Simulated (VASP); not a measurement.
MgO, 24 atoms in the cell. The typed cell holds 24 atoms: a = 5.846 Å, b = 8.769 Å, c = 5.092 Å, α = 90.00°, β = 90.00°, γ = 120.00°. 

```yaml
Program: VASP 6.6.1
Task: single point
Functional: PBEsol
Potentials_or_basis: VASP PAW PBE potentials, release 64 (Mg, O)
Cutoff: 520 eV
k_mesh: 4 × 2 × 4
Occupations: fermi-dirac, width 0.039 eV
Spin: no spin polarisation
Dipole_correction: no
Further_INCAR_settings: LREAL = Auto; ALGO = Normal; EDIFF = 1e-07; NBANDS = 66
```

Potentials or basis: VASP PAW PBE potentials, release 64 (Mg, O).

Run with:

```console
$ cat potpaw_PBE.64/Mg/POTCAR potpaw_PBE.64/O/POTCAR > POTCAR
$ mpirun -np 1 vasp_std > vasp.out
```

Hardware: 1 thread of Intel(R) Xeon(R) Platinum 8375C CPU @ 2.90GHz (Ice Lake), with other jobs on the host.

How long does it take, and how much memory?

Wall time 10 min on 1 thread of Intel(R) Xeon(R) Platinum 8375C CPU @ 2.90GHz (Ice Lake) (shared host), peak memory 0.44 GiB. Counts: scf iterations 17, k points 20.
